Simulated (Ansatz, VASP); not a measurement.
# MgRe3 in VASP and in Ansatz

```xyz
4
Lattice="3.9220 0.0000 0.0000 0.0000 3.9220 0.0000 0.0000 0.0000 3.9220" Properties=species:S:1:pos:R:3 pbc="T T T"
Mg    0.0000    0.0000    0.0000
Re    0.0000    1.9610    1.9610
Re    1.9610    0.0000    1.9610
Re    1.9610    1.9610    0.0000
```

Alike in both runs: task single point; functional PBE; k mesh 6 × 6 × 6; occupations gaussian, width 0.1 eV; no spin polarisation.

|  | VASP | Ansatz |
| --- | --- | --- |
| version | VASP 6.6.1 | Ansatz 0.2.0 |
| potentials or method | VASP PAW PBE potentials, release 64 (Mg, Re), cutoff 520 eV | scalar-relativistic, plane waves, PAW |
| valence electrons in the cell | 23 | 55 |

```tsv
	VASP	Ansatz	Ansatz less VASP
gap on the k mesh at the Fermi level (eV)	none	none	-
pressure (GPa)	3.5	3.8	+0.25
```

A gap of «none» marks a metal or a gap that the smearing closes. The functional is the same, so the differences come from potentials, cutoffs and numerics. VASP's potentials hold 23 valence electrons a cell and Ansatz's 55, so a difference there can come from the potentials and not from the codes.

Neither program's run includes spin-orbit coupling.
